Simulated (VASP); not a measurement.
# ZnS (F-43m) in VASP: a series of runs, part 2 of 2

VASP 6.6.1. Earlier steps stand in the parts before.

### Step 3. Single point, PBE

This run uses another cell than the first one: it holds 2 atoms, not 8.

INCAR reads:

```
ALGO = Normal ; EDIFF = 1E-6
ENCUT = 500 ; GGA = PE
GGA_COMPAT = F ; ISIF = 2
ISMEAR = 0 ; LASPH = T
LCHARG = F ; LREAL = F
LWAVE = F ; NBANDS = 16
NELM = 120 ; PREC = Accurate
SIGMA = 0.01
```

KPOINTS reads:

```
k-points
0
Gamma
  10 10 10
```

POSCAR reads:

```
ZnS
1.0
    0.0000000000      2.5671370829      2.5671370829
    2.5671370829      0.0000000000      2.5671370829
    2.5671370829      2.5671370829      0.0000000000
Zn S
1 1
Direct
    0.0000000000      0.0000000000      0.0000000000
    0.7500000000      0.7500000000      0.7500000000
```

Potentials or basis: VASP PAW PBE potentials, release 64 (Zn, S).

Run with:

```bash
$ cat potpaw_PBE.64/Zn/POTCAR potpaw_PBE.64/S/POTCAR > POTCAR
$ mpirun -np 1 vasp_std > vasp.out
```

OUTCAR:

```text
EDIFF = 1E-6
   ENCUT = 500
   GGA = PE
   ISIF = 2
   ISMEAR = 0
   LASPH = T
   LREAL = F
   NELM = 120
   PREC = Accurate

 ion  position               nearest neighbor table
   1  0.000  0.000  0.000-   2 2.22   2 2.22   2 2.22   2 2.22
   2  0.750  0.750  0.750-   1 2.22   1 2.22   1 2.22   1 2.22

  LATTYP: Found a face centered cubic cell.
 ALAT       =     5.1342741658

  Lattice vectors:

 A1 = (   0.0000000000,   2.5671370829,   2.5671370829)
 A2 = (   2.5671370829,   0.0000000000,   2.5671370829)
 A3 = (   2.5671370829,   2.5671370829,   0.0000000000)

Analysis of symmetry for initial positions (statically):
=====================================================================
 Subroutine PRICEL returns:
 Original cell was already a primitive cell.

 Routine SETGRP: Setting up the symmetry group for a
 face centered cubic supercell.

 Subroutine GETGRP returns: Found 24 space group operations
 (whereof 24 operations were pure point group operations)
 out of a pool of 48 trial point group operations.

The static configuration has the point symmetry T_d .

Analysis of symmetry for dynamics (positions and initial velocities):
=====================================================================
 Subroutine PRICEL returns:
 Original cell was already a primitive cell.

 Routine SETGRP: Setting up the symmetry group for a
 face centered cubic supercell.

 Subroutine GETGRP returns: Found 24 space group operations
 (whereof 24 operations were pure point group operations)
 out of a pool of 48 trial point group operations.

The dynamic configuration has the point symmetry T_d .

 Subroutine INISYM returns: Found 24 space group operations
 (whereof 24 operations are pure point group operations),
 and found     1 'primitive' translations
[... 103 lines left out ...]
   POTIM  = 0.5000    time-step for ionic-motion
   TEBEG  =    0.0;   TEEND  =   0.0 temperature during run
   PSTRESS=    0.0 pullay stress
   NELECT =      18.0000    total number of electrons
   NUPDOWN=      -1.0000    fix difference up-down
   EMIN   =  10.00;   EMAX   =-10.00  energy-range for DOS
   EFERMI =   0.00;   METHOD = LEGACY
   ISMEAR =     0;   SIGMA  =   0.01  broadening in eV -4-tet -1-fermi 0-gaus
   EFERMI_NEDOS =   21; number of points for ismear=-14 and -15
   IALGO  =     38    algorithm
   IMIX   =      4    mixing-type and parameters
     AMIX     =   0.40;   BMIX     =  1.00
     AMIX_MAG =   1.60;   BMIX_MAG =  1.00
  volume/ion in A,a.u.               =      16.92       114.17
  Fermi-wavevector in a.u.,A,eV,Ry     =   1.326498  2.506718 23.940771  1.759597
  Thomas-Fermi vector in A             =   2.455880
   LORBIT       =      0    0 simple, 1 ext, 2 COOP (PROOUT), +10 PAW based schemes
   GGA     = PE    functional components
   LHFCALC =     F    Hartree Fock is set to
   AEXX    =    0.0000 exact exchange contribution
   IVDW    =     0    specifies the selected vdW correction
   LEPSILON=     F    determine dielectric tensor
   LRPA    =     F    only Hartree local field effects (RPA)
 non-spin polarized calculation
 Gauss-broadening in eV      SIGMA  =   0.01
  energy-cutoff  :      500.00
  volume of cell :       33.84
 maximum number of plane-waves:       889
   NGX = 13   NGY = 13   NGZ = 13

 number of electron      17.9999995 magnetization

 Free energy of the ion-electron system (eV)
  ---------------------------------------------------
  ext. energy  EPLUGINS =         0.00000000
  ---------------------------------------------------
  free energy    TOTEN  =        -6.53199604 eV

  energy without entropy =       -6.53199604  energy(sigma->0) =       -6.53199604

 E-fermi :   3.7832     XC(G=0): -10.3730

 val. band max:        3.6804589955   @ k =   0.0000   0.0000   0.0000
 cond. band min:       6.4963235824   @ k =   0.0000   0.0000   0.0000
 fundamental gap:      2.8158645868
 Fermi energy:         3.7832151016

 k-point     1 :       0.0000    0.0000    0.0000
  band No.  band energies     occupation
      1     -10.6603      2.00000
      2      -3.4117      2.00000
      3      -3.4117      2.00000
      4      -3.4117      2.00000
      5      -2.7144      2.00000
      6      -2.7144      2.00000
[... 433 lines left out ...]
      3      -3.0771      2.00000
      4      -3.0715      2.00000
      5      -2.7069      2.00000
      6      -2.6291      2.00000
[... 8 lines left out ...]
     15      17.3227      0.00000
     16      20.6046      0.00000

 [... further k-points ...]
[... 5 lines left out ...]
  --------------------------------------------------------------------------------------
  -------------------------------------------------------------------------------------
  Total        3.8615548      3.8615548      3.8615548      0.0000000      0.0000000      0.0000000
  in kB      182.8502729    182.8502729    182.8502729      0.0000000      0.0000000      0.0000000
  external PRESSURE =     182.8502729 kB  Pullay stress =       0.0000000 kB

 VOLUME and BASIS-vectors are now :
 -----------------------------------------------------------------------------
  energy-cutoff  :      500.00
  volume of cell :       33.84
      direct lattice vectors                 reciprocal lattice vectors
     0.000000000  2.567137083  2.567137083    -0.194769498  0.194769498  0.194769498
     2.567137083  0.000000000  2.567137083     0.194769498 -0.194769498  0.194769498
     2.567137083  2.567137083  0.000000000     0.194769498  0.194769498 -0.194769498

 POSITION                                       TOTAL-FORCE (eV/Angst)
 -----------------------------------------------------------------------------------
      0.00000      0.00000      0.00000        -0.000000      0.000000      0.000000
      3.85071      3.85071      3.85071         0.000000     -0.000000     -0.000000
 -----------------------------------------------------------------------------------
    total drift:                               -0.000001     -0.000001     -0.000001

  FREE ENERGIE OF THE ION-ELECTRON SYSTEM (eV)
  ---------------------------------------------------
  free  energy   TOTEN  =        -6.5319960435 eV

  energy  without entropy=       -6.5319960435  energy(sigma->0) =       -6.53199604
```

It took 19 s on 1 thread of Intel Xeon Platinum 8488C (Sapphire Rapids), shared host; peak memory 0.16 GiB.

Results:

| Property | Result |
| --- | --- |
| Free energy | -6.5320 eV |
| Pressure | 18.3 GPa |
| Band gap on the k mesh | 2.82 eV, direct |

A k mesh can miss the band edges. PBE gaps usually lie below the measured ones, often by a third to a half.

### Step 4. Relaxation of cell and atoms, PBE, target pressure 18 GPa, at which the enthalpy is minimised

This run uses another cell than the first one: it holds 2 atoms, not 8.

INCAR reads:

```
PREC = Accurate ; ENCUT = 500
EDIFF = 1E-7 ; ISMEAR = 0
SIGMA = 0.01 ; LREAL = F
LASPH = T ; NELM = 120
ALGO = Normal ; ISIF = 3
LWAVE = F ; LCHARG = F
GGA = PE ; IBRION = 2
NSW = 80 ; EDIFFG = -0.001
PSTRESS = 180.0 ; GGA_COMPAT = F
NELMIN = 4
```

KPOINTS reads:

```
regular mesh
0
Gamma
  10 10 10
```

POSCAR reads:

```
ZnS
1.0
    0.0000000000      2.6469815675      2.6469815675
    2.6469815675      0.0000000000      2.6469815675
    2.6469815675      2.6469815675      0.0000000000
Zn S
1 1
Direct
    0.0000000000      0.0000000000      0.0000000000
    0.7500000000      0.7500000000      0.7500000000
```

Run with:

```bash
$ cat potpaw_PBE.64/Zn/POTCAR potpaw_PBE.64/S/POTCAR > POTCAR
$ mpirun -np 1 vasp_std > vasp.out
```

It took 78 s on 1 thread of Intel Xeon Platinum 8488C (Sapphire Rapids), shared host; peak memory 0.17 GiB.

It converged, with:

- Free energy: -6.5398 eV
- Relaxed volume: 16.95 Å³/atom
- Relaxed cell: a = 3.633 Å, b = 3.633 Å, c = 3.633 Å, α = 60.00°, β = 60.00°, γ = 60.00°
- Space group after relaxing (to 0.05 Å): F-43m (No. 216)
- Energy change on relaxing (the enthalpy is what falls): +121.5 meV/atom
- Ionic steps: 5
- Pressure after relaxing: 18.0 GPa
- Band gap on the k mesh: 2.81 eV, direct

The path:
```
step  energy change (eV)  largest force (eV/Å)  pressure (GPa)  volume (Å³)
   1              0.0000                0.0000            7.19        37.09
   2              0.7429                0.0000           34.52        30.77
   3              0.2369                0.0000           17.76        33.95
   4              0.2437                0.0000           18.01        33.89
   5              0.2431                0.0000           17.99        33.90
```

Final structure:
```xyz
2
Lattice="0.0000 2.5687 2.5687 2.5687 0.0000 2.5687 2.5687 2.5687 0.0000" Properties=species:S:1:pos:R:3 pbc="T T T"
Zn    0.0000    0.0000    0.0000
S     3.8531    3.8531    3.8531
```

Levels at points of the mesh, in eV from the valence-band top:
```tsv
k point	band 6	band 7	band 8	band 9	band 10	band 11	band 12	band 13
(0.00, 0.00, 0.00)	-6.39	0.00	0.00	0.00	2.81	6.23	6.23	6.23
(0.50, 0.00, 0.00)	-6.34	-6.08	-1.11	-1.11	3.58	6.78	6.78	9.38
(0.50, 0.50, 0.00)	-6.12	-5.19	-2.83	-2.83	3.02	3.97	12.16	13.00
```

Caveat: the cell is relaxed towards a set pressure, so the enthalpy falls and the energy may rise. Expect the measured gap to be larger: semilocal functionals such as PBE lack the derivative discontinuity.

### Step 5. Overview

```tsv
task	cell	k mesh	cutoff (eV)	smearing	gap on the mesh (eV)	pressure (GPa)
single point	a = 5.443 Å, 8 atoms	6 × 6 × 6	520	gaussian 0.05 eV	2.02	0.2
single point	a = 3.630 Å, angles 60.0°, 2 atoms	10 × 10 × 10	500	gaussian 0.01 eV	2.82	18.3
relaxation of cell and atoms	relaxed to 18 GPa from a = 3.743 Å, angles 60.0°, 2 atoms	10 × 10 × 10	500	gaussian 0.01 eV	2.81	18.0
```

Alike in all rows: level PBE; potentials or basis VASP PAW PBE potentials, release 64 (Zn, S); no spin polarisation.

Caveats: the cell is relaxed towards a set pressure, so the enthalpy falls and the energy may rise (some runs).

Absolute energies hang on the potentials; compare differences alone.
